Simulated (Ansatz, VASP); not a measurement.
**ZnS in VASP and in Ansatz**

File INCAR:

```
PREC = Accurate
ENCUT = 520
EDIFF = 1E-6
ISMEAR = 0
SIGMA = 0.05
LREAL = F
LASPH = T
NELM = 80
ALGO = Normal
ISIF = 2
LWAVE = F
LCHARG = F
GGA = PE
NBANDS = 66
```

KPOINTS

```
regular mesh
0
Gamma
  6 6 2
```

File POSCAR:

```
ZnS
1.0
    3.8399005115     -0.0243102534      0.0318753537
   -1.9410035527      3.3283619895      0.0012638488
    0.1563775217      0.0974441228     18.9954170137
Zn S
6 6
Direct
   -0.0002618753     -0.0011111729     -0.0001986732
    0.0017412773      0.0037453273      0.4992637957
    0.3324941295      0.6663762050      0.1670275277
    0.6706820878      0.3400660286      0.6665830150
    0.6649336662      0.3303860326      0.3330977890
    0.3325288044      0.6688438779      0.8336379137
    0.0032758844     -0.0001325851      0.1252661397
   -0.0069975353     -0.0031926201      0.6249862341
    0.3350071724      0.6653684013      0.2923933554
    0.6669798695      0.3337562232      0.7915196041
    0.6666277862      0.3309259990      0.4580998201
    0.3329887329      0.6649682832      0.9583234790
```

Input for Ansatz:

```yaml
crystal:
  lattice:
    - [3.8399005115, -0.0243102534, 0.0318753537]
    - [-1.9410035527, 3.3283619895, 0.0012638488]
    - [0.1563775217, 0.0974441228, 18.9954170137]
  atoms:
    - { symbol: Zn, position: [-0.0002618753, -0.0011111729, -0.0001986732] }
    - { symbol: Zn, position: [0.0017412773, 0.0037453273, 0.4992637957] }
    - { symbol: Zn, position: [0.3324941295, 0.666376205, 0.1670275277] }
    - { symbol: Zn, position: [0.6706820878, 0.3400660286, 0.666583015] }
    - { symbol: Zn, position: [0.6649336662, 0.3303860326, 0.333097789] }
    - { symbol: Zn, position: [0.3325288044, 0.6688438779, 0.8336379137] }
    - { symbol: S, position: [0.0032758844, -0.0001325851, 0.1252661397] }
    - { symbol: S, position: [-0.0069975353, -0.0031926201, 0.6249862341] }
    - { symbol: S, position: [0.3350071724, 0.6653684013, 0.2923933554] }
    - { symbol: S, position: [0.6669798695, 0.3337562232, 0.7915196041] }
    - { symbol: S, position: [0.6666277862, 0.330925999, 0.4580998201] }
    - { symbol: S, position: [0.3329887329, 0.6649682832, 0.958323479] }
basis:
  ecutwfc: 420
kpoints:
  mp_grid: { grid: [6, 6, 2] }
hamiltonian:
  xc: pbe
scf:
  occupations: { method: gaussian, width: 0.05 }
output:
  forces: true
  stress: true
  eigenvalues: true
```

Change from the starting cell: cell sheared at random, sigma 0.01, atoms nudged by 0.01 Å.

Alike in both runs: task single point; functional PBE; k mesh 6 × 6 × 2; occupations gaussian, width 0.05 eV; no spin polarisation.

|  | VASP | Ansatz |
| --- | --- | --- |
| version | VASP 6.6.1 | Ansatz 0.2.0 |
| potentials or method | VASP PAW PBE potentials, release 64 (Zn, S), cutoff 520 eV | scalar-relativistic, plane waves, PAW |
| valence electrons in the cell | 108 | 108 |

Ansatz gave:

| Property | Result |
| --- | --- |
| gap on the k mesh at the Fermi level (eV) | 1.98 |
| least direct gap on the mesh (eV) | 1.98 |
| pressure (GPa) | 0.1 |
| traceless stress, the component that is largest in VASP (GPa) | -0.95 |
| rms of the force components (eV/Å) | 0.095 |

Question: Estimate VASP's values.

Answer: gap on the k mesh at the Fermi level (eV): 1.99; least direct gap on the mesh (eV): 1.99; pressure (GPa): 0.3; traceless stress, the component that is largest in VASP (GPa): -0.96; rms of the force components (eV/Å): 0.096.

Atom by atom the forces differ by 0.001 eV/Å (rms over components). The functional is the same, so the differences come from potentials, cutoffs and numerics.
